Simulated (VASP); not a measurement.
## TiC: single point with r2SCAN

Crystal: TiC.

```xyz
2
Lattice="0.0000 2.1465 2.1465 2.1465 0.0000 2.1465 2.1465 2.1465 0.0000" Properties=species:S:1:pos:R:3 pbc="T T T"
Ti    4.2930    2.1465    2.1465
C     2.1465    2.1465    2.1465
```

```json
{
 "Program": "VASP 6.6.1",
 "Task": "single point",
 "Functional": "r2SCAN",
 "Potentials or basis": "VASP PAW PBE potentials, release 64 (Ti_sv, C)",
 "Cutoff": "520 eV",
 "k mesh": "12 × 12 × 12",
 "Occupations": "gaussian, width 0.1 eV",
 "Spin": "no spin polarisation",
 "Dipole correction": "no",
 "Further INCAR settings": "ALGO = Normal; EDIFF = 1e-06; NBANDS = 15"
}
```

* Pressure: 7.7 GPa
* Band gap on the k mesh: zero (band 8 reaches 10.68 eV, above the bottom of band 9 at 9.35 eV)

Levels at points of the mesh, in eV from the Fermi level:
```tsv
k point	band 5	band 6	band 7	band 8	band 9	band 10	band 11	band 12
(0.00, 0.00, 0.00)	-13.41	0.80	0.80	0.80	1.62	1.62	1.62	1.70
(0.50, 0.00, 0.00)	-9.78	-6.30	-3.30	-3.30	3.17	3.17	4.46	8.71
(0.50, 0.50, 0.00)	-11.13	-3.79	-1.68	-0.20	-0.20	2.76	3.83	3.83
```

It took 87 s on 1 thread of Intel(R) Xeon(R) Platinum 8375C CPU @ 2.90GHz (Ice Lake) (shared host), peak memory 0.15 GiB.

Caveat: the PAW data sets were made with another functional, which shifts forces and pressure a little.
